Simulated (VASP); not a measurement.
# Fe (Im-3m) in VASP: further runs

The runs below take Fe through single point, with r2SCAN.

Everything below comes from runs of VASP 6.6.1. Logs are shortened: lines on timing, memory, paths and dates and some standing lists are left out, and cuts for length are marked.

### 1 The cell of the first run

It takes space group Im-3m (No. 229, cubic). Conventional cell: a = 2.808 Å, b = 2.808 Å, c = 2.808 Å, α = 90.00°, β = 90.00°, γ = 90.00°. Within 3.2 Å of Fe (site symmetry m-3m) lie 14 Fe at 2.43 to 2.81 Å.

### 2 Single point, r2SCAN, collinear spin, ferromagnetic start (11.07 Å³/atom)

POSCAR

```
Fe
1.0
   -1.4039932376      1.4039932376      1.4039932376
    1.4039932376     -1.4039932376      1.4039932376
    1.4039932376      1.4039932376     -1.4039932376
Fe
1
Direct
    0.0000000000      0.0000000000      0.0000000000
```

INCAR.step1

```
SYSTEM = Fe
PREC     = Accurate       ! precision mode
ENCUT    = 520            ! plane-wave cutoff, eV
ISMEAR   = 0              ! smearing method
SIGMA    = 0.1            ! smearing width, eV
LREAL    = .FALSE.        ! projectors in reciprocal space
LASPH    = .TRUE.         ! aspherical terms in the spheres
NELM     = 150            ! most SCF steps
ISPIN    = 2              ! spin polarisation
MAGMOM   = 3.09           ! initial moments
LMAXMIX  = 4              ! l up to which the mixer works
NBANDS   = 14             ! bands
GGA      = PE             ! functional
ALGO     = Normal         ! electronic algorithm
EDIFF    = 1E-4           ! SCF threshold, eV
LWAVE    = .TRUE.         ! write WAVECAR
LCHARG   = .FALSE.        ! write CHGCAR
```

INCAR.step2

```
SYSTEM = Fe
PREC     = Accurate       ! precision mode
ENCUT    = 520            ! plane-wave cutoff, eV
EDIFF    = 1E-6           ! SCF threshold, eV
ISMEAR   = 0              ! smearing method
SIGMA    = 0.1            ! smearing width, eV
LREAL    = .FALSE.        ! projectors in reciprocal space
LASPH    = .TRUE.         ! aspherical terms in the spheres
NELM     = 150            ! most SCF steps
ALGO     = Normal         ! electronic algorithm
ISIF     = 2              ! what is computed and relaxed
LWAVE    = .FALSE.        ! write WAVECAR
LCHARG   = .FALSE.        ! write CHGCAR
ISPIN    = 2              ! spin polarisation
MAGMOM   = 3.09           ! initial moments
LORBIT   = 11             ! projections on sites
LMAXMIX  = 4              ! l up to which the mixer works
METAGGA  = R2SCAN         ! meta-GGA
LMIXTAU  = .TRUE.       
NBANDS   = 14             ! bands
ISTART   = 1
```

KPOINTS

```
Automatic mesh
0
G
  20 20 20
  0 0 0
```

Potentials or basis: VASP PAW PBE potentials, release 64 (Fe).

Command:

```console
$ cat potpaw_PBE.64/Fe/POTCAR > POTCAR
$ cp INCAR.step1 INCAR
$ mpirun -np 1 vasp_std > vasp.out
$ cp INCAR.step2 INCAR
$ mpirun -np 1 vasp_std > vasp.out
```

OUTCAR:

```text
SYSTEM = Fe
   PREC = Accurate
   ENCUT = 520
   EDIFF = 1E-6
   ISMEAR = 0
   LREAL = .FALSE.
   LASPH = .TRUE.
   NELM = 150
   ISIF = 2
   ISPIN = 2
   LORBIT = 11
   METAGGA = R2SCAN
   ISTART = 1

 ion  position               nearest neighbor table
   1  0.000  0.000  0.000-

  LATTYP: Found a body centered cubic cell.
 ALAT       =     2.8079864752

  Lattice vectors:

 A1 = (  -1.4039932376,   1.4039932376,   1.4039932376)
 A2 = (   1.4039932376,  -1.4039932376,   1.4039932376)
 A3 = (   1.4039932376,   1.4039932376,  -1.4039932376)

Analysis of symmetry for initial positions (statically):
=====================================================================
 Subroutine PRICEL returns:
 Original cell was already a primitive cell.

 Routine SETGRP: Setting up the symmetry group for a
 body centered cubic supercell.

 Subroutine GETGRP returns: Found 48 space group operations
 (whereof 48 operations were pure point group operations)
 out of a pool of 48 trial point group operations.

The static configuration has the point symmetry O_h .

Analysis of symmetry for dynamics (positions and initial velocities):
=====================================================================
 Subroutine PRICEL returns:
 Original cell was already a primitive cell.

 Routine SETGRP: Setting up the symmetry group for a
 body centered cubic supercell.

 Subroutine GETGRP returns: Found 48 space group operations
 (whereof 48 operations were pure point group operations)
 out of a pool of 48 trial point group operations.

The dynamic configuration has the point symmetry O_h .

Analysis of structural, dynamic, and magnetic symmetry:
=====================================================================
 Subroutine PRICEL returns:
 Original cell was already a primitive cell.

 Routine SETGRP: Setting up the symmetry group for a
 body centered cubic supercell.

 Subroutine GETGRP returns: Found 48 space group operations
 (whereof 48 operations were pure point group operations)
 out of a pool of 48 trial point group operations.

The overall configuration has the point symmetry O_h .

 Subroutine INISYM returns: Found 48 space group operations
 (whereof 48 operations are pure point group operations),
 and found     1 'primitive' translations

----------------------------------------------------------------------------------------

                                     Primitive cell

  volume of cell :      11.0702

  direct lattice vectors                    reciprocal lattice vectors
    -1.403993238  1.403993238  1.403993238     0.000000000  0.356127071  0.356127071
[... 126 lines left out ...]
  ext. energy  EPLUGINS =         0.00000000
  ---------------------------------------------------
  free energy    TOTEN  =       -14.33547598 eV

  energy without entropy =      -14.33157240  energy(sigma->0) =      -14.33352419

 E-fermi :   5.9811     XC(G=0): -14.4114

 val. band max:        5.9757971097   @ k =   0.1000   0.0500   0.0500
 cond. band min:       5.9833725162   @ k =   0.2000   0.2000   0.0000
 fundamental gap:      0.0075754065
 Fermi energy:         5.9811343319

 spin component 1

 k-point     1 :       0.0000    0.0000    0.0000
  band No.  band energies     occupation
      1      -2.7655      1.00000
      2       2.9640      1.00000
      3       2.9640      1.00000
      4       2.9640      1.00000
      5       4.3044      1.00000
      6       4.3044      1.00000
      7      32.3689      0.00000
      8      32.3690      0.00000
      9      32.3690      0.00000
     10      37.6183      0.00000
     11      37.6183      0.00000
     12      39.6408      0.00000
     13      39.6408      0.00000
     14      39.6411      0.00000
[... 379 lines left out ...]
      3       2.8887      1.00000
      4       4.1041      1.00000
      5       4.5036      1.00000
      6       5.1411      1.00000
      7      20.3427      0.00000
      8      25.1150      0.00000
      9      28.8187      0.00000
     10      32.2999      0.00000
     11      36.9758      0.00000
     12      38.6201      0.00000
     13      44.5074      0.00000
     14      46.5806      0.00000

 [... further k-points ...]

 spin component 2

 k-point     1 :       0.0000    0.0000    0.0000
  band No.  band energies     occupation
      1      -3.3553      1.00000
      2       6.3005      0.00000
      3       6.3005      0.00000
      4       6.3005      0.00000
      5       8.6500      0.00000
      6       8.6500      0.00000
      7      32.0152      0.00000
      8      32.0152      0.00000
      9      32.0152      0.00000
     10      38.2202      0.00000
     11      38.2202      0.00000
     12      41.4469      0.00000
     13      41.4469      0.00000
     14      41.4472      0.00000
[... 379 lines left out ...]
      3       5.4060      1.00000
      4       8.1669      0.00000
      5       8.5520      0.00000
      6       8.9285      0.00000
      7      21.4879      0.00000
      8      25.7232      0.00000
      9      30.1173      0.00000
     10      32.8577      0.00000
     11      38.2567      0.00000
     12      39.6637      0.00000
     13      45.5849      0.00000
     14      48.1572      0.00000

 [... further k-points ...]

------------------------ aborting loop because EDIFF is reached ----------------------------------------

  FORCE on cell =-STRESS in cart. coord.  units (eV):
  Direction    XX          YY          ZZ          XY          YZ          ZX
  --------------------------------------------------------------------------------------
  -------------------------------------------------------------------------------------
  Total        0.8633424      0.8633424      0.8633424      0.0000000      0.0000000     -0.0000000
  in kB      124.9506787    124.9506787    124.9506787      0.0000000      0.0000000     -0.0000000
  external PRESSURE =     124.9506787 kB  Pullay stress =       0.0000000 kB

 VOLUME and BASIS-vectors are now :
 -----------------------------------------------------------------------------
  energy-cutoff  :      520.00
  volume of cell :       11.07
      direct lattice vectors                 reciprocal lattice vectors
    -1.403993238  1.403993238  1.403993238     0.000000000  0.356127071  0.356127071
     1.403993238 -1.403993238  1.403993238     0.356127071  0.000000000  0.356127071
     1.403993238  1.403993238 -1.403993238     0.356127071  0.356127071  0.000000000

 POSITION                                       TOTAL-FORCE (eV/Angst)
 -----------------------------------------------------------------------------------
      0.00000      0.00000      0.00000        -0.000000      0.000000     -0.000000
 -----------------------------------------------------------------------------------
    total drift:                                0.000000      0.000000      0.000000

  FREE ENERGIE OF THE ION-ELECTRON SYSTEM (eV)
  ---------------------------------------------------
  free  energy   TOTEN  =       -14.3354759754 eV

  energy  without entropy=      -14.3315724040  energy(sigma->0) =      -14.33352419

 total charge

# of ion       s       p       d       tot
------------------------------------------
    1        0.504   0.601   6.226   7.330

 magnetization (x)

# of ion       s       p       d       tot
------------------------------------------
    1       -0.014  -0.117   2.767   2.636
```

OSZICAR.step1:

```text
N       E                     dE             d eps       ncg     rms          rms(c)
DAV:   1     0.220034926185E+02    0.22003E+02   -0.38048E+03 15736   0.707E+02
DAV:   2    -0.818600924399E+01   -0.30190E+02   -0.27575E+02 15650   0.129E+02
DAV:   3    -0.907697670633E+01   -0.89097E+00   -0.88384E+00 17548   0.230E+01
DAV:   4    -0.907976419671E+01   -0.27875E-02   -0.27873E-02 16640   0.117E+00
DAV:   5    -0.907977699882E+01   -0.12802E-04   -0.12801E-04 17182   0.811E-02    0.119E+01
DAV:   6    -0.830536592450E+01    0.77441E+00   -0.92657E+00 18404   0.356E+01    0.504E+00
DAV:   7    -0.825696966675E+01    0.48396E-01   -0.45744E-01 17600   0.774E+00    0.314E+00
DAV:   8    -0.824838681149E+01    0.85829E-02   -0.60362E-03 17052   0.462E-01    0.136E+00
DAV:   9    -0.824116143520E+01    0.72254E-02   -0.68111E-03 19066   0.403E-01    0.247E-01
DAV:  10    -0.824109776591E+01    0.63669E-04   -0.46310E-04 17108   0.248E-01
   1 F= -.82410978E+01 E0= -.82385803E+01  d E =-.503496E-02  mag=     2.1333
```

It took 3 min on 1 thread of Intel Xeon Platinum 8488C (Sapphire Rapids), shared host; peak memory 0.18 GiB.

What came out:

| Property | Result |
| --- | --- |
| Free energy | -14.3355 eV |
| Pressure | 12.5 GPa |
| Net moment | 2.59 μB per cell |
| Site moments | Fe +2.64 μB |
| Valence electrons inside the program's atomic spheres | Fe 7.33 |

Levels at points of the mesh, in eV from the Fermi level:
Spin up:
```tsv
k point	band 1	band 2	band 3	band 4	band 5	band 6	band 7	band 8	band 9	band 10
(0.00, 0.00, 0.00)	-8.75	-3.02	-3.02	-3.02	-1.68	-1.68	26.39	26.39	26.39	31.64
(0.50, 0.00, 0.00)	-5.54	-4.12	-1.63	-1.49	-0.23	0.67	7.60	19.46	21.36	24.47
(0.50, 0.50, 0.50)	-5.50	-5.50	-0.51	-0.51	-0.51	10.53	10.53	10.53	16.29	16.29
```
Spin down:
```csv
k point,band 1,band 2,band 3,band 4,band 5,band 6,band 7
"(0.00, 0.00, 0.00)",-9.34,0.32,0.32,0.32,2.67,2.67,26.03
"(0.50, 0.00, 0.00)",-3.74,-1.21,0.14,2.50,2.99,3.63,9.86
"(0.50, 0.50, 0.50)",-2.97,-2.97,3.29,3.29,3.29,10.90,10.90
```

Caveat: the cell stands under pressure; the PAW data sets were made with another functional, which shifts forces and pressure a little.

### 3 Single point, r2SCAN, collinear spin, ferromagnetic start (11.42 Å³/atom)

This run uses another cell than the first one, of 11.42 Å³/atom.

POSCAR

```
Fe
1.0
   -1.4187731999      1.4187731999      1.4187731999
    1.4187731999     -1.4187731999      1.4187731999
    1.4187731999      1.4187731999     -1.4187731999
Fe
1
Direct
    0.0000000000      0.0000000000      0.0000000000
```

INCAR.step1

```
SYSTEM = Fe
ALGO = Normal ; EDIFF = 1E-4
ENCUT = 520 ; GGA = PE
ISMEAR = 0 ; ISPIN = 2
LASPH = .True. ; LCHARG = .False.
LMAXMIX = 4 ; LREAL = .False.
LWAVE = .True. ; MAGMOM = 3.09
NBANDS = 14 ; NELM = 150
PREC = Accurate ; SIGMA = 0.1
```

INCAR.step2

```
SYSTEM = Fe
ALGO = Normal ; EDIFF = 1E-6
ENCUT = 520 ; ISIF = 2
ISMEAR = 0 ; ISPIN = 2
ISTART = 1 ; LASPH = .True.
LCHARG = .True. ; LELF = .True.
LMAXMIX = 4 ; LMIXTAU = .True.
LORBIT = 11 ; LREAL = .False.
LVHAR = .True. ; LWAVE = .False.
MAGMOM = 3.09 ; METAGGA = R2SCAN
NBANDS = 14 ; NELM = 150
PREC = Accurate ; SIGMA = 0.1
```

KPOINTS

```
k-points
0
Gamma
  20 20 20
  0 0 0
```

Potentials or basis: VASP PAW PBE potentials, release 64 (Fe).

Command:

```console
$ cat potpaw_PBE.64/Fe/POTCAR > POTCAR
$ cp INCAR.step1 INCAR
$ mpirun -np 1 vasp_std > vasp.out
$ cp INCAR.step2 INCAR
$ mpirun -np 1 vasp_std > vasp.out
```

It took 2.9 min on 1 thread of Intel Xeon Platinum 8488C (Sapphire Rapids), shared host; peak memory 0.17 GiB.

The run converged. Its results:

| Quantity | Value |
| --- | --- |
| Free energy | -14.3555 eV |
| Pressure | 5.8 GPa |
| Net moment | 2.63 μB per cell |
| Site moments | Fe +2.69 μB |
| Valence electrons inside the program's atomic spheres | Fe 7.26 |

Levels at points of the mesh, in eV from the Fermi level:
Spin up:
```csv
k point,band 1,band 2,band 3,band 4,band 5,band 6,band 7,band 8,band 9,band 10
"(0.00, 0.00, 0.00)",-8.62,-3.05,-3.05,-3.05,-1.78,-1.78,26.00,26.00,26.00,31.04
"(0.50, 0.00, 0.00)",-5.45,-4.09,-1.74,-1.61,-0.40,0.61,7.22,19.12,20.77,23.91
"(0.50, 0.50, 0.50)",-5.40,-5.40,-0.66,-0.66,-0.66,10.23,10.23,10.23,15.88,15.88
```
Spin down:
| k point | band 1 | band 2 | band 3 | band 4 | band 5 | band 6 |
| --- | --- | --- | --- | --- | --- | --- |
| (0.00, 0.00, 0.00) | -9.23 | 0.35 | 0.35 | 0.35 | 2.62 | 2.62 |
| (0.50, 0.00, 0.00) | -3.61 | -1.12 | 0.06 | 2.45 | 2.92 | 3.52 |
| (0.50, 0.50, 0.50) | -2.81 | -2.81 | 3.20 | 3.20 | 3.20 | 10.59 |

Caveat: the cell stands under pressure; the PAW data sets were made with another functional, which shifts forces and pressure a little.

### 4 Single point, r2SCAN, collinear spin, ferromagnetic start

This run uses another cell than the first one, of 11.78 Å³/atom.

POSCAR

```
Fe
1.0
   -1.4332514774      1.4332514774      1.4332514774
    1.4332514774     -1.4332514774      1.4332514774
    1.4332514774      1.4332514774     -1.4332514774
Fe
1
Direct
    0.0000000000      0.0000000000      0.0000000000
```

INCAR.step1

```
  ALGO = Normal
  EDIFF = 1E-4
  ENCUT = 520
  GGA = PE
  ISMEAR = 0
  ISPIN = 2
  LASPH = True
  LCHARG = False
  LMAXMIX = 4
  LREAL = False
  LWAVE = True
  MAGMOM = 3.21
  NBANDS = 14
  NELM = 150
  PREC = Accurate
  SIGMA = 0.1
```

INCAR.step2

```
  ALGO = Normal
  EDIFF = 1E-6
  ENCUT = 520
  ISIF = 2
  ISMEAR = 0
  ISPIN = 2
  ISTART = 1
  LASPH = True
  LCHARG = False
  LMAXMIX = 4
  LMIXTAU = True
  LORBIT = 11
  LREAL = False
  LWAVE = False
  MAGMOM = 3.21
  METAGGA = R2SCAN
  NBANDS = 14
  NELM = 150
  PREC = Accurate
  SIGMA = 0.1
```

KPOINTS

```
k-points
0
Gamma
  20 20 20
```

Command:

```console
$ cat potpaw_PBE.64/Fe/POTCAR > POTCAR
$ cp INCAR.step1 INCAR
$ mpirun -np 1 vasp_std > vasp.out
$ cp INCAR.step2 INCAR
$ mpirun -np 1 vasp_std > vasp.out
```

It took 2.9 min on 1 thread of Intel Xeon Platinum 8488C (Sapphire Rapids), shared host; peak memory 0.17 GiB.

Results (log left out):

| Quantity | Value |
| --- | --- |
| Free energy | -14.3615 eV |
| Pressure | -0.4 GPa |
| Net moment | 2.65 μB per cell |
| Site moments | Fe +2.72 μB |
| Valence electrons inside the program's atomic spheres | Fe 7.20 |

Levels at points of the mesh, in eV from the Fermi level:
Spin up:
| k point | band 2 | band 3 | band 4 | band 5 | band 6 | band 7 | band 8 | band 9 |
| --- | --- | --- | --- | --- | --- | --- | --- | --- |
| (0.00, 0.00, 0.00) | -3.07 | -3.07 | -3.07 | -1.87 | -1.87 | 25.63 | 25.63 | 25.63 |
| (0.50, 0.00, 0.00) | -4.06 | -1.83 | -1.71 | -0.55 | 0.56 | 6.87 | 18.78 | 20.21 |
| (0.50, 0.50, 0.50) | -5.30 | -0.80 | -0.80 | -0.80 | 9.94 | 9.94 | 9.94 | 15.50 |
Spin down:
| k point | band 1 | band 2 | band 3 | band 4 | band 5 | band 6 |
| --- | --- | --- | --- | --- | --- | --- |
| (0.00, 0.00, 0.00) | -9.12 | 0.35 | 0.35 | 0.35 | 2.56 | 2.56 |
| (0.50, 0.00, 0.00) | -3.51 | -1.06 | -0.02 | 2.39 | 2.85 | 3.39 |
| (0.50, 0.50, 0.50) | -2.67 | -2.67 | 3.09 | 3.09 | 3.09 | 10.29 |

Caveat: the PAW data sets were made with another functional, which shifts forces and pressure a little.

### 5 The runs side by side

```csv
cell,gap on the mesh (eV),pressure (GPa),moment (μB)
"a = 2.432 Å, angles 109.5°, 1 atom",none,12.5,2.59
"a = 2.457 Å, angles 109.5°, 1 atom",none,5.8,2.63
"a = 2.482 Å, angles 109.5°, 1 atom",none,-0.4,2.65
```

Alike in all rows: task single point; level r2SCAN; potentials or basis VASP PAW PBE potentials, release 64 (Fe); spin collinear, ferromagnetic start; k mesh 20 × 20 × 20; cutoff (eV) 520; smearing gaussian 0.1 eV.

Caveats: the PAW data sets were made with another functional, which shifts forces and pressure a little; the cell stands under pressure (at least some runs).

Absolute energies hang on the potentials; compare differences alone.
